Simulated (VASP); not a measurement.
# CaF2 (Fm-3m) in VASP: single point with PBE

Aim: the single point of CaF2 with PBE.

Everything below comes from runs of VASP 6.6.1. Logs are shortened: lines on timing, memory, paths and dates and some standing lists are left out, and cuts for length are marked.

### 1 The cell of the first run

It takes space group Fm-3m (No. 225, cubic). The conventional cell has a = 5.462 Å, b = 5.462 Å, c = 5.462 Å, α = 90.00°, β = 90.00°, γ = 90.00°. Within 3.1 Å of Ca (site symmetry m-3m) lie 8 F at 2.37 Å. F (site symmetry -43m) has 4 Ca at 2.37 Å and 6 F at 2.73 Å within 3.1 Å.

### 2 Single point, PBE

File INCAR:

```
SYSTEM = CaF2
PREC     = Accurate       ! precision mode
ENCUT    = 600            ! plane-wave cutoff, eV
EDIFF    = 1E-6           ! SCF threshold, eV
ISMEAR   = -1             ! smearing method
SIGMA    = 0.05           ! smearing width, eV
LREAL    = .FALSE.        ! projectors in reciprocal space
LASPH    = .TRUE.         ! aspherical terms in the spheres
NELM     = 120            ! most SCF steps
ALGO     = Normal         ! electronic algorithm
ISIF     = 2              ! what is computed and relaxed
LWAVE    = .FALSE.        ! write WAVECAR
LCHARG   = .FALSE.        ! write CHGCAR
GGA      = PE             ! functional
NBANDS   = 19             ! bands
GGA_COMPAT= .FALSE.
```

File KPOINTS:

```
Automatic mesh
0
G
  8 8 8
  0 0 0
```

File POSCAR:

```
CaF2
1.0
    0.0000000000      2.7310000000      2.7310000000
    2.7310000000      0.0000000000      2.7310000000
    2.7310000000      2.7310000000      0.0000000000
Ca F
1 2
Direct
    0.0000000000      0.0000000000      0.0000000000
    0.2500000000      0.2500000000      0.2500000000
    0.7500000000      0.7500000000      0.7500000000
```

Potentials or basis: VASP PAW PBE potentials, release 64 (Ca_sv, F).

Started as:

```bash
$ cat potpaw_PBE.64/Ca_sv/POTCAR potpaw_PBE.64/F/POTCAR > POTCAR
$ mpirun -np 1 vasp_std > vasp.out
```

OUTCAR:

```text
SYSTEM = CaF2
   PREC = Accurate
   ENCUT = 600
   EDIFF = 1E-6
   ISMEAR = -1
   LREAL = .FALSE.
   LASPH = .TRUE.
   NELM = 120
   ISIF = 2
   GGA = PE

 ion  position               nearest neighbor table
   1  0.000  0.000  0.000-   3 2.37   3 2.37   3 2.37   2 2.37   3 2.37   2 2.37   2 2.37   2 2.37

   2  0.250  0.250  0.250-   1 2.37   1 2.37   1 2.37   1 2.37
   3  0.750  0.750  0.750-   1 2.37   1 2.37   1 2.37   1 2.37

  LATTYP: Found a face centered cubic cell.
 ALAT       =     5.4620000000

  Lattice vectors:

 A1 = (   0.0000000000,   2.7310000000,   2.7310000000)
 A2 = (   2.7310000000,   0.0000000000,   2.7310000000)
 A3 = (   2.7310000000,   2.7310000000,   0.0000000000)

Analysis of symmetry for initial positions (statically):
=====================================================================
 Subroutine PRICEL returns:
 Original cell was already a primitive cell.

 Routine SETGRP: Setting up the symmetry group for a
 face centered cubic supercell.

 Subroutine GETGRP returns: Found 48 space group operations
 (whereof 48 operations were pure point group operations)
 out of a pool of 48 trial point group operations.

The static configuration has the point symmetry O_h .

Analysis of symmetry for dynamics (positions and initial velocities):
=====================================================================
 Subroutine PRICEL returns:
 Original cell was already a primitive cell.

 Routine SETGRP: Setting up the symmetry group for a
 face centered cubic supercell.

 Subroutine GETGRP returns: Found 48 space group operations
 (whereof 48 operations were pure point group operations)
 out of a pool of 48 trial point group operations.

The dynamic configuration has the point symmetry O_h .

 Subroutine INISYM returns: Found 48 space group operations
 (whereof 48 operations are pure point group operations),
 and found     1 'primitive' translations

----------------------------------------------------------------------------------------

                                     Primitive cell

  volume of cell :      40.7376

  direct lattice vectors                    reciprocal lattice vectors
     0.000000000  2.731000000  2.731000000    -0.183083120  0.183083120  0.183083120
     2.731000000  0.000000000  2.731000000     0.183083120 -0.183083120  0.183083120
     2.731000000  2.731000000  0.000000000     0.183083120  0.183083120 -0.183083120

  length of vectors
     3.862217239  3.862217239  3.862217239     0.317109265  0.317109265  0.317109265

[... 76 lines left out ...]
   ISPIN  =      1    spin polarized calculation?
   LNONCOLLINEAR =      F non collinear calculations
   LSORBIT =      F    spin-orbit coupling
   LASPH  =      T    aspherical Exc in radial PAW
   ENCUT  =  600.0 eV  44.10 Ry    6.64 a.u.   7.71  7.71  7.71*2*pi/ulx,y,z
   NELM   =    120;   NELMIN=  2; NELMDL= -5     # of ELM steps
   EDIFF  = 0.1E-05   stopping-criterion for ELM
   LREAL  =      F    real-space projection
   EDIFFG = 0.1E-04   stopping-criterion for IOM
   NSW    =      0    number of steps for IOM
[... 5 lines left out ...]
   TEBEG  =    0.0;   TEEND  =   0.0 temperature during run
   PSTRESS=    0.0 pullay stress
   NELECT =      24.0000    total number of electrons
   NUPDOWN=      -1.0000    fix difference up-down
   EMIN   =  10.00;   EMAX   =-10.00  energy-range for DOS
   EFERMI =   0.00;   METHOD = LEGACY
   ISMEAR =    -1;   SIGMA  =   0.05  broadening in eV -4-tet -1-fermi 0-gaus
   EFERMI_NEDOS =   21; number of points for ismear=-14 and -15
   IALGO  =     38    algorithm
   IMIX   =      4    mixing-type and parameters
     AMIX     =   0.40;   BMIX     =  1.00
     AMIX_MAG =   1.60;   BMIX_MAG =  1.00
  volume/ion in A,a.u.               =      13.58        91.64
  Fermi-wavevector in a.u.,A,eV,Ry     =   1.372398  2.593457 25.626266  1.883477
  Thomas-Fermi vector in A             =   2.498009
   LORBIT       =      0    0 simple, 1 ext, 2 COOP (PROOUT), +10 PAW based schemes
   GGA     = PE    functional components
   LHFCALC =     F    Hartree Fock is set to
   AEXX    =    0.0000 exact exchange contribution
   IVDW    =     0    specifies the selected vdW correction
   LEPSILON=     F    determine dielectric tensor
   LRPA    =     F    only Hartree local field effects (RPA)
 non-spin polarized calculation
  energy-cutoff  :      600.00
  volume of cell :       40.74
 maximum number of plane-waves:      1380
   NGX = 15   NGY = 15   NGZ = 15

 number of electron      23.9999989 magnetization

 Free energy of the ion-electron system (eV)
  ---------------------------------------------------
  ext. energy  EPLUGINS =         0.00000000
  ---------------------------------------------------
  free energy    TOTEN  =       -17.33337242 eV

  energy without entropy =      -17.33337242  energy(sigma->0) =      -17.33337242

 E-fermi :   0.1759     XC(G=0):  -9.6313

 val. band max:       -0.9717776692   @ k =   0.5000   0.5000   0.0000
 cond. band min:       6.3085568976   @ k =   0.0000   0.0000   0.0000
 fundamental gap:      7.2803345668
 Fermi energy:         0.1758683247

 k-point     1 :       0.0000    0.0000    0.0000
  band No.  band energies     occupation
      1     -36.9954      2.00000
      2     -20.9065      2.00000
      3     -20.1349      2.00000
      4     -17.9347      2.00000
      5     -17.9347      2.00000
      6     -17.9347      2.00000
[... 505 lines left out ...]
      6     -17.5264      2.00000
[... 11 lines left out ...]
     18      11.5479      0.00000
     19      13.2232      0.00000

 [... further k-points ...]

------------------------ aborting loop because EDIFF is reached ----------------------------------------

  FORCE on cell =-STRESS in cart. coord.  units (eV):
  Direction    XX          YY          ZZ          XY          YZ          ZX
  --------------------------------------------------------------------------------------
  -------------------------------------------------------------------------------------
  Total        0.6193783      0.6193783      0.6193783      0.0000000     -0.0000000     -0.0000000
  in kB       24.3596734     24.3596734     24.3596734      0.0000000     -0.0000000     -0.0000000
  external PRESSURE =      24.3596734 kB  Pullay stress =       0.0000000 kB

 VOLUME and BASIS-vectors are now :
 -----------------------------------------------------------------------------
  energy-cutoff  :      600.00
  volume of cell :       40.74
      direct lattice vectors                 reciprocal lattice vectors
     0.000000000  2.731000000  2.731000000    -0.183083120  0.183083120  0.183083120
     2.731000000  0.000000000  2.731000000     0.183083120 -0.183083120  0.183083120
     2.731000000  2.731000000  0.000000000     0.183083120  0.183083120 -0.183083120

 POSITION                                       TOTAL-FORCE (eV/Angst)
 -----------------------------------------------------------------------------------
      0.00000      0.00000      0.00000         0.000000      0.000000      0.000000
      1.36550      1.36550      1.36550        -0.000000     -0.000000     -0.000000
      4.09650      4.09650      4.09650         0.000000      0.000000      0.000000
 -----------------------------------------------------------------------------------
    total drift:                                0.000000     -0.000000      0.000000

  FREE ENERGIE OF THE ION-ELECTRON SYSTEM (eV)
  ---------------------------------------------------
  free  energy   TOTEN  =       -17.3333724155 eV

  energy  without entropy=      -17.3333724155  energy(sigma->0) =      -17.33337242
```

stdout:

```text
POSCAR found type information on POSCAR CaF
 POSCAR found :  2 types and       3 ions
 scaLAPACK will be used
 LDA part: xc-table for (Slater+PW92), standard interpolation
 POSCAR, INCAR and KPOINTS ok, starting setup
 FFT: planning ... GRIDC
 FFT: planning ... GRID_SOFT
 FFT: planning ... GRID
 WAVECAR not read
 entering main loop
```

It took 28 s on 1 thread of AMD EPYC 7R43 (Zen 3), shared host; peak memory 0.15 GiB.

Results:

```
Free energy            : -17.3334 eV
Pressure               : 2.4 GPa
Band gap on the k mesh : 7.28 eV (least direct gap 7.54 eV)
```
